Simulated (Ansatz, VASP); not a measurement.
Two plane-wave programs on KCl

The input INCAR:

```
SYSTEM = KCl
PREC     = Accurate       ! precision mode
ENCUT    = 520            ! plane-wave cutoff, eV
EDIFF    = 1E-6           ! SCF threshold, eV
ISMEAR   = -1             ! smearing method
SIGMA    = 0.02           ! smearing width, eV
LREAL    = .False.        ! projectors in reciprocal space
LASPH    = .True.         ! aspherical terms in the spheres
NELM     = 80             ! most SCF steps
ALGO     = Normal         ! electronic algorithm
ISIF     = 2              ! what is computed and relaxed
LWAVE    = .False.        ! write WAVECAR
LCHARG   = .False.        ! write CHGCAR
GGA      = PE             ! functional
NBANDS   = 15             ! bands
```

KPOINTS

```
regular mesh
0
Gamma
  8 8 8
  0 0 0
```

The input POSCAR:

```
KCl
1.0
    0.0000000000      3.2385635596      3.2385635596
    3.2385635596      0.0000000000      3.2385635596
    3.2385635596      3.2385635596      0.0000000000
K Cl
1 1
Direct
    0.0000000000      0.0000000000      0.0000000000
    0.5000000000      0.5000000000      0.5000000000
```

Input for Ansatz:

```yaml
crystal:
  lattice:
    - [0.0, 3.2385635596, 3.2385635596]
    - [3.2385635596, 0.0, 3.2385635596]
    - [3.2385635596, 3.2385635596, 0.0]
  atoms:
    - { symbol: K, position: [0.0, 0.0, 0.0] }
    - { symbol: Cl, position: [0.5, 0.5, 0.5] }
kpoints:
  mp_grid: { grid: [8, 8, 8] }
  band_path:
    path:
      - [0.0, 0.0, 0.0]
      - [0.5, 0.0, 0.5]
      - [0.625, 0.25, 0.625]
      - [0.375, 0.375, 0.75]
      - [0.5, 0.5, 0.5]
      - [0.5, 0.25, 0.75]
    npoints: 1
hamiltonian:
  xc: pbe
scf:
  occupations: { method: fermi_dirac, width: 0.02 }
  n_extra_bands: 4
output:
  forces: true
  stress: true
  eigenvalues: true
  write_density: true
  write_potential: true
  elf: true
  volumetric_format: npy
```

Change from the starting cell: hydrostatic strain +3.0%.

Alike in both runs: task single point; functional PBE; k mesh 8 × 8 × 8; occupations fermi-dirac, width 0.02 eV; no spin polarisation.

|  | VASP | Ansatz |
| --- | --- | --- |
| version | VASP 6.6.1 | Ansatz 0.2.0 |
| potentials or method | VASP PAW PBE potentials, release 64 (K_sv, Cl) | plane waves, PAW |
| plane-wave cutoff (eV) | 520 | 420 |
| valence electrons in the cell | 16 | 16 |

```csv
,VASP,Ansatz,Ansatz less VASP
gap on the k mesh at the Fermi level (eV),4.90,4.90,+0.002
pressure (GPa),-0.6,-0.7,-0.01
```
